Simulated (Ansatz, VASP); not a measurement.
**Be2S: VASP beside Ansatz**

INCAR

```
PREC = Accurate
ENCUT = 520
EDIFF = 1E-7
ISMEAR = 0
SIGMA = 0.1
LREAL = False
LASPH = True
NELM = 100
ALGO = Normal
ISIF = 2
LWAVE = False
LCHARG = False
GGA = PE
NBANDS = 12
```

The input KPOINTS:

```
Automatic mesh
0
Gamma
  6 6 6
```

The input POSCAR:

```
Be2S
1.0
    3.7702119000      0.0000000000      0.0000000000
   -1.8851059500      3.2650992800      0.0000000000
    0.0000000000      0.0000000000      3.3762741100
Be S
2 1
Direct
    0.3333333300      0.6666666700      0.5000000000
    0.6666666700      0.3333333300      0.5000000000
    0.0000000000      0.0000000000      0.0000000000
```

Input for Ansatz:

```yaml
crystal:
  lattice:
    - [3.7702119, 0.0, 0.0]
    - [-1.88510595, 3.26509928, 0.0]
    - [0.0, 0.0, 3.37627411]
  atoms:
    - { symbol: Be, position: [0.33333333, 0.66666667, 0.5] }
    - { symbol: Be, position: [0.66666667, 0.33333333, 0.5] }
    - { symbol: S, position: [0.0, 0.0, 0.0] }
basis:
  ecutwfc: 420
kpoints:
  mp_grid: { grid: [6, 6, 6] }
hamiltonian:
  xc: pbe
scf:
  occupations: { method: gaussian, width: 0.1 }
  lower_state_search: "off"
output:
  forces: true
  stress: true
  eigenvalues: true
```

Change from the starting cell: species swapped into the LaCu2 type (P6/mmm, No. 191).

Alike in both runs: task single point; functional PBE; k mesh 6 × 6 × 6; occupations gaussian, width 0.1 eV; no spin polarisation.

|  | VASP | Ansatz |
| --- | --- | --- |
| version | VASP 6.6.1 | Ansatz 0.2.0 |
| potentials or method | VASP PAW PBE potentials, release 64 (Be, S), cutoff 520 eV | scalar-relativistic, plane waves, PAW |
| valence electrons in the cell | 10 | 10 |

VASP gave:

- gap on the k mesh at the Fermi level (eV): none
- pressure (GPa): -8.9
- traceless stress, the component that is largest in VASP (GPa): 1.03

Problem. Which values does Ansatz return?

Solution. gap on the k mesh at the Fermi level (eV): none; pressure (GPa): -9.0; traceless stress, the component that is largest in VASP (GPa): 1.04.

A gap of «none» marks a metal or a gap that the smearing closes.
